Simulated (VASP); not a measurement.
# CsCl (Pm-3m) in VASP: further runs, part 2 of 2

VASP 6.6.1.

## 3. Single point, HSE06

POSCAR reads:

```
CsCl
1.0
    4.1406758780      0.0000000000      0.0000000000
    0.0000000000      4.1406758780      0.0000000000
    0.0000000000      0.0000000000      4.1406758780
Cs Cl
1 1
Direct
    0.0000000000      0.0000000000      0.0000000000
    0.5000000000      0.5000000000      0.5000000000
```

INCAR.step1 reads:

```
ALGO = Normal
EDIFF = 1E-5
ENCUT = 400
GGA = PE
GGA_COMPAT = False
ISIF = 2
ISMEAR = 0
LASPH = True
LCHARG = False
LREAL = False
LWAVE = True
NBANDS = 15
NELM = 120
PREC = Accurate
SIGMA = 0.01
```

INCAR.step2 reads:

```
ALGO = Normal
EDIFF = 1E-6
ENCUT = 400
GGA = PE
GGA_COMPAT = False
HFSCREEN = 0.2079
ISIF = 2
ISMEAR = 0
ISTART = 1
LASPH = True
LCHARG = False
LHFCALC = True
LREAL = False
LWAVE = False
NBANDS = 15
NELM = 120
PREC = Accurate
PRECFOCK = Normal
SIGMA = 0.01
```

KPOINTS reads:

```
k-points
0
Gamma
  4 4 4
```

Potentials or basis: VASP PAW PBE potentials, release 64 (Cs_sv, Cl).

Command:

```sh
cat potpaw_PBE.64/Cs_sv/POTCAR potpaw_PBE.64/Cl/POTCAR > POTCAR
cp INCAR.step1 INCAR
mpirun -np 1 vasp_std > vasp.out
cp INCAR.step2 INCAR
mpirun -np 1 vasp_std > vasp.out
```

OUTCAR:

```text
EDIFF = 1E-6
   ENCUT = 400
   GGA = PE
   HFSCREEN = 0.2079
   ISIF = 2
   ISMEAR = 0
   ISTART = 1
   LASPH = True
   LHFCALC = True
   LREAL = False
   NELM = 120
   PREC = Accurate
   PRECFOCK = Normal

 ion  position               nearest neighbor table
   1  0.000  0.000  0.000-
   2  0.500  0.500  0.500-

  LATTYP: Found a simple cubic cell.
 ALAT       =     4.1406758780

  Lattice vectors:

 A1 = (   4.1406758780,   0.0000000000,   0.0000000000)
 A2 = (   0.0000000000,   4.1406758780,   0.0000000000)
 A3 = (   0.0000000000,   0.0000000000,   4.1406758780)

Analysis of symmetry for initial positions (statically):
=====================================================================
 Subroutine PRICEL returns:
 Original cell was already a primitive cell.

 Routine SETGRP: Setting up the symmetry group for a
 simple cubic supercell.

 Subroutine GETGRP returns: Found 48 space group operations
 (whereof 48 operations were pure point group operations)
 out of a pool of 48 trial point group operations.

[... 166 lines left out ...]
      2     -14.6541      2.00000
      3      -7.4233      2.00000
      4      -7.4233      2.00000
      5      -7.4233      2.00000
      6      -1.3363      2.00000
      7      -1.3363      2.00000
      8      -1.3363      2.00000
      9       5.1779      0.00000
     10       5.3475      0.00000
     11       5.3475      0.00000
     12      10.2094      0.00000
     13      10.2094      0.00000
     14      10.2094      0.00000
[... 149 lines left out ...]
      2     -14.4787      2.00000
      3      -7.9567      2.00000
      4      -7.9567      2.00000
      5      -7.9567      2.00000
      6      -2.4595      2.00000
      7      -2.4595      2.00000
      8      -2.4595      2.00000
      9       8.5746      0.00000
     10       8.5746      0.00000
     11       8.5746      0.00000
     12      10.5374      0.00000
     13      10.5374      0.00000
     14      10.5374      0.00000
     15      12.7661      0.00000

------------------------ aborting loop because EDIFF is reached ----------------------------------------

  FORCE on cell =-STRESS in cart. coord.  units (eV):
  Direction    XX          YY          ZZ          XY          YZ          ZX
  --------------------------------------------------------------------------------------
  -------------------------------------------------------------------------------------
  Total        0.1778969      0.1778969      0.1778969     -0.0000000     -0.0000000      0.0000000
  in kB        4.0148117      4.0148117      4.0148117     -0.0000000     -0.0000000      0.0000000
  external PRESSURE =       4.0148117 kB  Pullay stress =       0.0000000 kB

 VOLUME and BASIS-vectors are now :
 -----------------------------------------------------------------------------
  energy-cutoff  :      400.00
  volume of cell :       70.99
      direct lattice vectors                 reciprocal lattice vectors
     4.140675878  0.000000000  0.000000000     0.241506466  0.000000000  0.000000000
     0.000000000  4.140675878  0.000000000     0.000000000  0.241506466  0.000000000
     0.000000000  0.000000000  4.140675878     0.000000000  0.000000000  0.241506466

 POSITION                                       TOTAL-FORCE (eV/Angst)
 -----------------------------------------------------------------------------------
      0.00000      0.00000      0.00000         0.000000      0.000000      0.000000
      2.07034      2.07034      2.07034         0.000000      0.000000      0.000000
 -----------------------------------------------------------------------------------
    total drift:                                0.000686      0.000698      0.000710

  FREE ENERGIE OF THE ION-ELECTRON SYSTEM (eV)
  ---------------------------------------------------
  free  energy   TOTEN  =        -7.6261247518 eV

  energy  without entropy=       -7.6261247518  energy(sigma->0) =       -7.62612475
```

OSZICAR.step1:

```text
N       E                     dE             d eps       ncg     rms          rms(c)
DAV:   1     0.753263587794E+02    0.75326E+02   -0.58674E+03   300   0.753E+02
DAV:   2    -0.148859953888E+01   -0.76815E+02   -0.71418E+02   414   0.146E+02
DAV:   3    -0.690687304072E+01   -0.54183E+01   -0.53950E+01   398   0.428E+01
DAV:   4    -0.695088647922E+01   -0.44013E-01   -0.44009E-01   356   0.467E+00
DAV:   5    -0.695139120217E+01   -0.50472E-03   -0.50472E-03   426   0.502E-01    0.231E+00
DAV:   6    -0.657616869400E+01    0.37522E+00   -0.42719E-01   370   0.366E+00    0.164E+00
DAV:   7    -0.653100578478E+01    0.45163E-01   -0.14164E-01   377   0.201E+00    0.110E+00
DAV:   8    -0.653185077053E+01   -0.84499E-03   -0.17750E-02   342   0.833E-01    0.214E-01
DAV:   9    -0.653153454173E+01    0.31623E-03   -0.22851E-03   391   0.257E-01    0.103E-01
DAV:  10    -0.653176863132E+01   -0.23409E-03   -0.34109E-04   349   0.128E-01    0.126E-02
DAV:  11    -0.653177634340E+01   -0.77121E-05   -0.16842E-05   339   0.276E-02
   1 F= -.65317763E+01 E0= -.65317763E+01  d E =-.258503E-55
```

Wall time 5.2 min (1 thread of Intel Xeon Platinum 8259CL at 2.50GHz (Skylake/Cascade Lake), shared host); peak memory 0.26 GiB.

Results:

```
Free energy            : -7.6261 eV
Pressure               : 0.4 GPa
Band gap on the k mesh : 6.51 eV
```

Caveat: the PAW data sets were made with another functional, which shifts forces and pressure a little; spin-orbit coupling is left out, which moves the levels of the heavy elements.

## 4. Single point, PBE-based screened hybrid with 10 % exact exchange

POSCAR is that of step 3.

INCAR.step1 reads:

```
ALGO = Normal
EDIFF = 1E-5
ENCUT = 400
GGA = PE
GGA_COMPAT = F
ISIF = 2
ISMEAR = 0
LASPH = T
LCHARG = F
LREAL = F
LWAVE = T
NBANDS = 15
NELM = 120
PREC = Accurate
SIGMA = 0.01
```

INCAR.step2 reads:

```
AEXX = 0.1
ALGO = Normal
EDIFF = 1E-6
ENCUT = 400
GGA = PE
GGA_COMPAT = F
HFSCREEN = 0.3
ISIF = 2
ISMEAR = 0
ISTART = 1
LASPH = T
LCHARG = F
LHFCALC = T
LREAL = F
LWAVE = F
NBANDS = 15
NELM = 120
PREC = Accurate
PRECFOCK = Normal
SIGMA = 0.01
```

KPOINTS is that of step 3.

Command:

```sh
cat potpaw_PBE.64/Cs_sv/POTCAR potpaw_PBE.64/Cl/POTCAR > POTCAR
cp INCAR.step1 INCAR
mpirun -np 1 vasp_std > vasp.out
cp INCAR.step2 INCAR
mpirun -np 1 vasp_std > vasp.out
```

Run time: 3.8 min. Hardware: 1 thread of Intel Xeon Platinum 8259CL at 2.50GHz (Skylake/Cascade Lake), shared host; peak memory 0.26 GiB.

It converged, with:

```
Free energy            : -6.8896 eV
Pressure               : 0.6 GPa
Band gap on the k mesh : 5.63 eV
```

Levels at points of the mesh, in eV from the valence-band top:
| k point | band 6 | band 7 | band 8 | band 9 | band 10 | band 11 |
| --- | --- | --- | --- | --- | --- | --- |
| (0.00, 0.00, 0.00) | 0.00 | 0.00 | 0.00 | 5.63 | 5.81 | 5.81 |
| (0.50, 0.00, 0.00) | -1.16 | -0.23 | -0.23 | 6.84 | 8.00 | 9.25 |
| (0.50, 0.50, 0.00) | -0.43 | -0.43 | -0.05 | 6.36 | 6.44 | 8.42 |
| (0.50, 0.50, 0.50) | -1.08 | -1.08 | -1.08 | 8.92 | 8.92 | 8.92 |

Caveat: the PAW data sets were made with another functional, which shifts forces and pressure a little; spin-orbit coupling is left out, which moves the levels of the heavy elements.

## 5. Summary

```tsv
level	cutoff (eV)	grid for exact exchange (PRECFOCK)	share of exact exchange	screening parameter	gap on the mesh (eV)	pressure (GPa)
PBEsol	500	-	-	-	4.99	-0.8
HSE06	400	Normal	0.25	0.2079 1/Å	6.51	0.4
PBE-based screened hybrid with 10 % exact exchange	400	Normal	0.1	0.3 1/Å	5.63	0.6
```

Alike in all rows: task single point; potentials or basis VASP PAW PBE potentials, release 64 (Cs_sv, Cl); no spin polarisation; cell as given; k mesh 4 × 4 × 4; smearing gaussian 0.01 eV.

On the cell as given the gap runs from 4.99 eV (PBEsol) to 6.51 eV (HSE06). The pressure there spans -0.8 GPa (PBEsol) to 0.6 GPa (PBE-based screened hybrid with 10 % exact exchange); a positive pressure means that this level wants a larger cell, a negative one a smaller.

Caveats: the PAW data sets were made with another functional, which shifts forces and pressure a little; spin-orbit coupling is left out, which moves the levels of the heavy elements.

Total energies depend on the potentials used, so only differences within one code and one set of settings carry meaning.
